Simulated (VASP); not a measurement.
A run of VASP 6.6.1 is set up as follows.

INCAR

```
ALGO = Normal ; EDIFF = 1E-6
ENCUT = 520 ; GGA = PS
ISIF = 2 ; ISMEAR = 0
LASPH = True ; LCHARG = False
LREAL = False ; LWAVE = False
NBANDS = 14 ; NELM = 100
PREC = Accurate ; SIGMA = 0.05
```

File KPOINTS:

```
k-points
0
Gamma
  10 10 10
```

POSCAR

```
BaB
1.0
    0.0000000000      3.0827929264      3.0827929264
    3.0827929264      0.0000000000      3.0827929264
    3.0827929264      3.0827929264      0.0000000000
Ba B
1 1
Direct
    0.5000000000      0.5000000000      0.5000000000
    0.0000000000      0.0000000000      0.0000000000
```

Potentials or basis: VASP PAW PBE potentials, release 64 (Ba_sv, B).

Launch:

```bash
$ cat potpaw_PBE.64/Ba_sv/POTCAR potpaw_PBE.64/B/POTCAR > POTCAR
$ mpirun -np 1 vasp_std > vasp.out
```

Problem. What does it give for the pressure?

Solution. -1.2 GPa.

Caveat: the PAW data sets were made with another functional, which shifts forces and pressure a little.
